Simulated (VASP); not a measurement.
A run of VASP 6.6.1 is set up as follows.

File INCAR:

```
SYSTEM = CrB5
PREC = Accurate
ENCUT = 500
EDIFF = 1E-6
ISMEAR = 0
SIGMA = 0.1
LREAL = .False.
LASPH = .True.
NELM = 120
ALGO = Normal
ISIF = 2
LWAVE = .False.
LCHARG = .False.
GGA = PE
NBANDS = 22
GGA_COMPAT = .False.
```

KPOINTS

```
regular mesh
0
Gamma
  12 12 12
  0 0 0
```

The input POSCAR:

```
CrB5
1.0
    0.0000000000      2.7019955316      2.7019955316
    2.7019955316      0.0000000000      2.7019955316
    2.7019955316      2.7019955316      0.0000000000
Cr B
1 5
Direct
    0.0000000000      0.0000000000      0.0000000000
    0.2500000000      0.2500000000      0.2500000000
    0.6245803702      0.6245803702      0.6245803702
    0.1262588895      0.6245803702      0.6245803702
    0.6245803702      0.6245803702      0.1262588895
    0.6245803702      0.1262588895      0.6245803702
```

Potentials or basis: VASP PAW PBE potentials, release 64 (Cr_pv, B).

Run with:

```sh
$ cat potpaw_PBE.64/Cr_pv/POTCAR potpaw_PBE.64/B/POTCAR > POTCAR
$ mpirun -np 1 vasp_std > vasp.out
```

Question: What does it give for the pressure?

Answer: -0.1 GPa.

Spin polarisation is off, so any magnetic state and its effect on volume and gap are missing.
